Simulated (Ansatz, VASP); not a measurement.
# One calculation of AlH2, two programs

Contents of INCAR:

```
ALGO     = Normal         # electronic algorithm
EDIFF    = 1E-7           # SCF threshold, eV
ENCUT    = 520            # plane-wave cutoff, eV
GGA      = PE             # functional
ISIF     = 2              # what is computed and relaxed
ISMEAR   = 0              # smearing method
LASPH    = T              # aspherical terms in the spheres
LCHARG   = T              # write CHGCAR
LELF     = T              # ELF
LREAL    = F              # projectors in reciprocal space
LVHAR    = T            
LWAVE    = F              # write WAVECAR
NBANDS   = 10             # bands
NELM     = 80             # most SCF steps
PREC     = Accurate       # precision mode
SIGMA    = 0.1            # smearing width, eV
```

KPOINTS

```
k-points
0
Gamma
  18 18 10
```

Contents of POSCAR:

```
AlH2
1.0
    2.5822812146      0.0000000000      0.0000000000
    0.0000000000      2.5822812146      0.0000000000
    0.0000000000      0.0000000000      4.9145326393
Al H
1 2
Direct
    0.0000000000      0.0000000000      0.0000000000
    0.5000000000      0.5000000000      0.2097774827
    0.5000000000      0.5000000000      0.7902225173
```

Input for Ansatz:

```yaml
crystal:
  lattice:
    - [2.5822812146, 0.0, 0.0]
    - [0.0, 2.5822812146, 0.0]
    - [0.0, 0.0, 4.9145326393]
  atoms:
    - { symbol: Al, position: [0.0, 0.0, 0.0] }
    - { symbol: H, position: [0.5, 0.5, 0.2097774827] }
    - { symbol: H, position: [0.5, 0.5, 0.7902225173] }
basis:
  ecutwfc: 420
kpoints:
  mp_grid: { grid: [18, 18, 10] }
  band_path:
    path:
      - [[0.0, 0.0, 0.0], [0.0, 0.5, 0.0], [0.5, 0.5, 0.0], [0.0, 0.0, 0.0], [0.0, 0.0, 0.5], [0.0, 0.5, 0.5], [0.5, 0.5, 0.5], [0.0, 0.0, 0.5]]
      - [[0.0, 0.5, 0.0], [0.0, 0.5, 0.5]]
      - [[0.5, 0.5, 0.0], [0.5, 0.5, 0.5]]
    npoints: 14
hamiltonian:
  xc: pbe
scf:
  occupations: { method: gaussian, width: 0.1 }
  n_extra_bands: 7
output:
  forces: true
  stress: true
  eigenvalues: true
  populations: true
  dos: { projected: true, de: 0.02, nscf_kmesh: { grid: [22, 22, 12] } }
  bader: true
  write_density: true
  write_potential: true
  elf: true
  volumetric_format: npy
```

Alike in both runs: task single point; functional PBE; k mesh 18 × 18 × 10; occupations gaussian, width 0.1 eV; no spin polarisation.

|  | VASP | Ansatz |
| --- | --- | --- |
| version | VASP 6.6.1 | Ansatz 0.2.0 |
| potentials or method | VASP PAW PBE potentials, release 64 (Al, H), cutoff 520 eV | scalar-relativistic, plane waves, PAW |
| valence electrons in the cell | 5 | 5 |

Ansatz gave:

| Item | Value |
| --- | --- |
| gap on the k mesh at the Fermi level (eV) | none |
| pressure (GPa) | 0.0 |

Q: Which values does VASP return?

A: gap on the k mesh at the Fermi level (eV): none; pressure (GPa): -0.1.

A gap of «none» marks a metal or a gap that the smearing closes. The functional is the same, so the differences come from potentials, cutoffs and numerics.
